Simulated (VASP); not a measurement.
The system is MnSi (zincblende type).

```
CELL_PARAMETERS angstrom
0.00000 2.75353 2.75353
2.75353 0.00000 2.75353
2.75353 2.75353 0.00000
ATOMIC_POSITIONS crystal
Mn 0.00000 0.00000 0.00000
Si 0.25000 0.25000 0.25000
```

| Item | Value |
| --- | --- |
| Program | VASP 6.6.1 |
| Task | relaxation of cell and atoms |
| Functional | PBE |
| Potentials or basis | VASP PAW PBE potentials, release 64 (Mn_pv, Si) |
| Cutoff | 600 eV |
| k mesh | 10 × 10 × 10 |
| Occupations | fermi-dirac, width 0.05 eV |
| Spin | collinear spin, ferromagnetic start |
| Starting moments | [4.0, 0.0] μB |

At the start: pressure -2.0 GPa; volume 20.88 Å³/atom.

Problem. Where does the relaxation end?

Solution. Over 4 steps the energy falls by 6.1 meV/atom and the volume is 19.92 Å³/atom (-4.6 %); space group F-43m (No. 216, to 0.05 Å); moment 2.57 μB per cell.

The path:
| step | energy change (eV) | largest force (eV/Å) | pressure (GPa) | volume (Å³) |
| --- | --- | --- | --- | --- |
| 1 | 0.0000 | 0.0000 | -1.96 | 41.75 |
| 2 | -0.0116 | 0.0000 | -0.47 | 40.23 |
| 3 | -0.0121 | 0.0000 | 0.10 | 39.77 |
| 4 | -0.0121 | 0.0000 | -0.01 | 39.85 |

Final structure:
```
CELL_PARAMETERS angstrom
0.00000 2.71100 2.71100
2.71100 0.00000 2.71100
2.71100 2.71100 0.00000
ATOMIC_POSITIONS crystal
Mn 0.00000 0.00000 0.00000
Si 0.25000 0.25000 0.25000
```
